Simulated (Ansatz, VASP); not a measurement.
One calculation of InReSe4, two programs

File INCAR:

```
SYSTEM = InReSe4
PREC = Accurate ; ENCUT = 520
EDIFF = 1E-6 ; ISMEAR = 0
SIGMA = 0.1 ; LREAL = .FALSE.
LASPH = .TRUE. ; NELM = 150
ALGO = Normal ; ISIF = 2
LWAVE = .FALSE. ; LCHARG = .FALSE.
ISPIN = 2 ; MAGMOM = 0 1 0 0 0 0
LORBIT = 11 ; LMAXMIX = 4
GGA = PE ; NBANDS = 35
```

KPOINTS

```
Automatic mesh
0
G
  4 4 4
  0 0 0
```

File POSCAR:

```
InReSe4
1.0
    0.0000000000      4.1790446400      4.1790446400
    4.1790446400      0.0000000000      4.1790446400
    4.1790446400      4.1790446400      0.0000000000
In Re Se
1 1 4
Direct
    0.0000000000      0.0000000000      0.0000000000
    0.7500000000      0.7500000000      0.7500000000
    0.8735502700      0.3754832400      0.3754832400
    0.3754832400      0.3754832400      0.3754832400
    0.3754832400      0.8735502700      0.3754832400
    0.3754832400      0.3754832400      0.8735502700
```

Input for Ansatz:

```yaml
crystal:
  lattice:
    - [0.0, 4.17904464, 4.17904464]
    - [4.17904464, 0.0, 4.17904464]
    - [4.17904464, 4.17904464, 0.0]
  atoms:
    - { symbol: In, position: [0.0, 0.0, 0.0] }
    - { symbol: Re, position: [0.75, 0.75, 0.75], spin: 1.0 }
    - { symbol: Se, position: [0.87355027, 0.37548324, 0.37548324] }
    - { symbol: Se, position: [0.37548324, 0.37548324, 0.37548324] }
    - { symbol: Se, position: [0.37548324, 0.87355027, 0.37548324] }
    - { symbol: Se, position: [0.37548324, 0.37548324, 0.87355027] }
basis:
  ecutwfc: 420
kpoints:
  mp_grid: { grid: [4, 4, 4] }
hamiltonian:
  xc: pbe
scf:
  occupations: { method: gaussian, width: 0.1 }
  lower_state_search: "off"
output:
  forces: true
  stress: true
  eigenvalues: true
  populations: true
magnetization:
  spin_polarized: true
```

Change from the starting cell: species swapped into the GdInPt4 type (F-43m, No. 216).

Alike in both runs: task single point; functional PBE; k mesh 4 × 4 × 4; occupations gaussian, width 0.1 eV; collinear spin.

```csv
,VASP,Ansatz
version,VASP 6.6.1,Ansatz 0.2.0
potentials or method,"VASP PAW PBE potentials, release 64 (In_d, Re, Se), cutoff 520 eV","scalar-relativistic, plane waves, PAW"
valence electrons in the cell,44,92
```

|  | VASP | Ansatz | Ansatz less VASP |
| --- | --- | --- | --- |
| gap on the k mesh at the Fermi level (eV) | none | none | - |
| pressure (GPa) | -1.5 | -1.4 | +0.05 |
| rms of the force components (eV/Å) | 0.073 | 0.073 | +0.0001 |
| net moment per atom (μB) | 0.76 | 0.76 | +0.001 |
| size of the moment on the site where the two differ most (μB) | 3.92 | 4.10 | +0.176 |

Site moments also hang on the region over which each program counts them. Atom by atom the forces differ by 0.000 eV/Å (rms over components). A gap of «none» marks a metal or a gap that the smearing closes. With one functional, cell and mesh, what is left measures potentials, basis and numerics. VASP's potentials hold 44 valence electrons a cell and Ansatz's 92, so a difference there can come from the potentials and not from the codes.

Neither program's run includes spin-orbit coupling.
